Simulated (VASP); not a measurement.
CsPbBr3:

```
Pb Cs Br
1.0
     5.87000    0.00000    0.00000
     0.00000    5.87000    0.00000
     0.00000    0.00000    5.87000
Pb Cs Br
1 1 3
Direct
  0.50000 0.50000 0.50000
  0.00000 0.00000 0.00000
  0.50000 0.50000 0.00000
  0.50000 0.00000 0.50000
  0.00000 0.50000 0.50000
```

Base run:

| Property | Result |
| --- | --- |
| Program | VASP 6.6.1 |
| Functional | PBE |
| Potentials or basis | VASP PAW PBE potentials, release 64 (Pb_d, Cs_sv, Br) |
| Cutoff | 520 eV |
| k mesh | 5 × 5 × 5 |
| Occupations | fermi-dirac, width 0.05 eV |
| Spin | no spin polarisation |

Its results: band gap on the k mesh 2.65 eV, direct; pressure 1.4 GPa.

**Question.** The run is repeated on the same cell with these changes: functional from PBE to PBEsol. What comes out?

**Answer.** Band gap on the k mesh 2.58 eV, direct; pressure 0.0 GPa.

PBEsol binds more tightly than PBE, so the same cell stands under less pressure.

Caveats: spin-orbit coupling is left out, which moves the levels of the heavy elements; the PAW data sets were made with another functional, which shifts forces and pressure a little (some runs).

A k mesh can miss the band edges.
